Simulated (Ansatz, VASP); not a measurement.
**One calculation of Al3Si2N3, two programs**

```
Al Si N
1.0
     3.24213    0.04528   -0.00993
    -1.58185    2.79015    0.03092
    -0.03413    0.10299   11.24981
Al Si N
3 2 3
Direct
  0.32067 0.62972 0.51639
  0.34340 0.66858 0.96187
  0.63799 0.34169 0.73743
  0.34221 0.65925 0.19274
  0.65657 0.32405 0.29504
  0.69127 0.35986 0.46024
  0.67961 0.34436 0.90149
  0.32828 0.67249 0.68479
```

Change from the starting cell: cell x1, atoms moved at random (sigma 0.05 Å) and cell strained at random (1.5 %), then relaxed without symmetry.

Alike in both runs: task relaxation of cell and atoms; functional PBE; k mesh 6 × 6 × 2; occupations gaussian, width 0.2 eV; no spin polarisation.

|  | VASP | Ansatz |
| --- | --- | --- |
| version | VASP 6.6.1 | Ansatz 0.2.0 |
| potentials or method | VASP PAW PBE potentials, release 64 (Al, Si, N), cutoff 600 eV | scalar-relativistic, plane waves, PAW |
| valence electrons in the cell | 32 | 32 |

VASP gave:

- gap on the k mesh at the Fermi level, each at its own relaxed structure (eV): none
- relaxed volume (Å³/atom): 12.56
- relaxed cell length with the largest relative difference (Å): 3.221

Problem. Estimate Ansatz's values.

Solution. gap on the k mesh at the Fermi level, each at its own relaxed structure (eV): none; relaxed volume (Å³/atom): 12.59; relaxed cell length with the largest relative difference (Å): 3.224.

A gap of «none» marks a metal or a gap that the smearing closes.

The k mesh is coarse, so the values compare programs but aren't converged.
